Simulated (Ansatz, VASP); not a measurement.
# InP in VASP and in Ansatz

Contents of INCAR:

```
SYSTEM = InP
PREC = Accurate
ENCUT = 520
EDIFF = 1E-6
ISMEAR = 0
SIGMA = 0.15
LREAL = .False.
LASPH = .True.
NELM = 100
ALGO = Normal
ISIF = 2
LWAVE = .False.
LCHARG = .True.
GGA = PE
LELF = .True.
LVHAR = .True.
NBANDS = 16
```

Contents of KPOINTS:

```
Automatic mesh
0
Gamma
  14 14 14
  0 0 0
```

The input POSCAR:

```
InP
1.0
    0.0000000000      2.7701982124      2.7701982124
    2.8995664689      0.0000000000      2.7701982124
    2.8995664689      2.7701982124      0.0000000000
In P
1 1
Direct
   -0.0205473392      0.0205473392      0.0205473392
    0.5761678349      0.4238321651      0.4238321651
```

Input for Ansatz:

```yaml
crystal:
  lattice:
    - [0.0, 2.7701982124, 2.7701982124]
    - [2.8995664689, 0.0, 2.7701982124]
    - [2.8995664689, 2.7701982124, 0.0]
  atoms:
    - { symbol: In, position: [-0.0205473392, 0.0205473392, 0.0205473392] }
    - { symbol: P, position: [0.5761678349, 0.4238321651, 0.4238321651] }
basis:
  ecutwfc: 420
kpoints:
  mp_grid: { grid: [14, 14, 14] }
hamiltonian:
  xc: pbe
  pseudopotentials: { kind: paw, azcp: { folder: soft_1 } }
scf:
  occupations: { method: gaussian, width: 0.15 }
output:
  forces: true
  stress: true
  eigenvalues: true
```

Change from the starting cell: mode 4 frozen in at -0.422 Å, normal strain along x +0.0467.

Alike in both runs: task single point; functional PBE; k mesh 14 × 14 × 14; occupations gaussian, width 0.15 eV; no spin polarisation.

|  | VASP | Ansatz |
| --- | --- | --- |
| version | VASP 6.6.1 | Ansatz 0.2.0 |
| potentials or method | VASP PAW PBE potentials, release 64 (In_d, P), cutoff 520 eV | scalar-relativistic, plane waves, PAW |
| valence electrons in the cell | 18 | 18 |

VASP gave:

| Item | Value |
| --- | --- |
| gap on the k mesh at the Fermi level (eV) | none |
| pressure (GPa) | 3.7 |
| traceless stress, the component that is largest in VASP (GPa) | 16.26 |
| rms of the force components (eV/Å) | 1.255 |

Q: Which values does Ansatz return?

A: gap on the k mesh at the Fermi level (eV): none; pressure (GPa): 3.8; traceless stress, the component that is largest in VASP (GPa): 16.44; rms of the force components (eV/Å): 1.273.

Atom by atom the forces differ by 0.019 eV/Å (rms over components). A gap of «none» marks a metal or a gap that the smearing closes.
